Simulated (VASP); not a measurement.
Set up this calculation in VASP 6.6.1, as the native input.

- Task: single point
- Functional: r2SCAN
- Potentials or basis: VASP PAW PBE potentials, release 64 (V_sv)
- Cutoff: 520 eV
- k mesh: 15 × 15 × 4
- Occupations: fermi-dirac, width 0.1 eV
- Spin: no spin polarisation
- Dipole correction: no
- Further INCAR settings: ALGO = Normal; EDIFF = 1e-06; NBANDS = 34

V:

```xyz
4
Lattice="2.5511 0.0000 0.0000 -1.2755 2.2093 0.0000 0.0000 0.0000 8.9326" Properties=species:S:1:pos:R:3 pbc="T T T"
V     2.5511    0.0000    0.0000
V     1.2755    2.2093    4.4663
V     0.0000    1.4729    2.2331
V     1.2755    0.7364    6.6994
```

This cell differs from its parent crystal: volume scaled by 0.92.

The input as run:

POSCAR

```
V
1.0
    2.5510931688      0.0000000000      0.0000000000
   -1.2755465844      2.2093114916      0.0000000000
    0.0000000000      0.0000000000      8.9325815331
V
4
Direct
    1.0000000000      0.0000000000      0.0000000000
    1.0000000000      1.0000000000      0.5000000000
    0.3333333333      0.6666666667      0.2500000000
    0.6666666667      0.3333333333      0.7500000000
```

INCAR.step1

```
SYSTEM = V
ALGO = Normal ; EDIFF = 1E-4
ENCUT = 520 ; GGA = PE
ISMEAR = -1 ; LASPH = .TRUE.
LCHARG = .FALSE. ; LREAL = .FALSE.
LWAVE = .TRUE. ; NBANDS = 34
NELM = 80 ; PREC = Accurate
SIGMA = 0.1
```

INCAR.step2

```
SYSTEM = V
ALGO = Normal ; EDIFF = 1E-6
ENCUT = 520 ; ISIF = 2
ISMEAR = -1 ; ISTART = 1
LASPH = .TRUE. ; LCHARG = .FALSE.
LMIXTAU = .TRUE. ; LREAL = .FALSE.
LWAVE = .FALSE. ; METAGGA = R2SCAN
NBANDS = 34 ; NELM = 80
PREC = Accurate ; SIGMA = 0.1
```

KPOINTS

```
k-points
0
G
  15 15 4
  0 0 0
```

Potentials or basis: VASP PAW PBE potentials, release 64 (V_sv).

Launch:

```bash
$ cat potpaw_PBE.64/V_sv/POTCAR > POTCAR
$ cp INCAR.step1 INCAR
$ mpirun -np 1 vasp_std > vasp.out
$ cp INCAR.step2 INCAR
$ mpirun -np 1 vasp_std > vasp.out
```

Results of the run:

- Pressure: 18.9 GPa
- Band gap on the k mesh: zero (band 26 reaches 11.44 eV, above the bottom of band 27 at 10.27 eV)

Caveat: the PAW data sets were made with another functional, which shifts forces and pressure a little.

Run time: 11 min on 1 thread of Intel(R) Xeon(R) Platinum 8259CL CPU @ 2.50GHz (Skylake/Cascade Lake) (shared host), peak memory 0.24 GiB.
